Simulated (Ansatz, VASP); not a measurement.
BaTiO3: VASP beside Ansatz

File INCAR:

```
PREC = Accurate
ENCUT = 600
EDIFF = 1E-6
ISMEAR = 0
SIGMA = 0.1
LREAL = False
LASPH = True
NELM = 120
ALGO = Normal
ISIF = 2
LWAVE = False
LCHARG = True
GGA = PS
LELF = True
LVHAR = True
NBANDS = 28
GGA_COMPAT = False
```

The input KPOINTS:

```
regular mesh
0
Gamma
  4 4 4
```

Contents of POSCAR:

```
BaTiO3
1.0
    3.9701864740      0.0000000000      0.0000000000
    0.0000000000      3.9701864740      0.0000000000
    0.0000000000      0.0000000000      3.9701864740
Ba O Ti
1 3 1
Direct
    0.0000000000      0.0000000000      0.0000000000
    0.5000000000      0.5000000000      0.0000000000
    0.0000000000      0.5000000000      0.5000000000
    0.5000000000      0.0000000000      0.5000000000
    0.5000000000      0.5000000000      0.5000000000
```

Input for Ansatz:

```yaml
crystal:
  lattice:
    - [3.970186474, 0.0, 0.0]
    - [0.0, 3.970186474, 0.0]
    - [0.0, 0.0, 3.970186474]
  atoms:
    - { symbol: Ba, position: [0.0, 0.0, 0.0] }
    - { symbol: O, position: [0.5, 0.5, 0.0] }
    - { symbol: Ti, position: [0.5, 0.5, 0.5] }
    - { symbol: O, position: [0.0, 0.5, 0.5] }
    - { symbol: O, position: [0.5, 0.0, 0.5] }
basis:
  ecutwfc: 420
kpoints:
  mp_grid: { grid: [4, 4, 4] }
hamiltonian:
  xc: pbesol
  pseudopotentials: { kind: paw, azcp: { folder: soft_1 } }
scf:
  occupations: { method: gaussian, width: 0.1 }
output:
  forces: true
  stress: true
  eigenvalues: true
```

Alike in both runs: task single point; functional PBEsol; k mesh 4 × 4 × 4; occupations gaussian, width 0.1 eV; no spin polarisation.

|  | VASP | Ansatz |
| --- | --- | --- |
| version | VASP 6.6.1 | Ansatz 0.2.0 |
| potentials or method | VASP PAW PBE potentials, release 64 (Ba_sv, O, Ti_sv), cutoff 600 eV | scalar-relativistic, plane waves, PAW |
| valence electrons in the cell | 40 | 40 |

Ansatz gave:

```
gap on the k mesh at the Fermi level (eV) : 1.80
least direct gap on the mesh (eV)         : 1.87
pressure (GPa)                            : 0.0
```

Problem. Which values does VASP return?

Solution. gap on the k mesh at the Fermi level (eV): 1.73; least direct gap on the mesh (eV): 1.85; pressure (GPa): 1.9.

VASP's potentials were made for PBE, not for PBEsol, and Ansatz warns of the same on its side.

Spin-orbit coupling is off throughout.
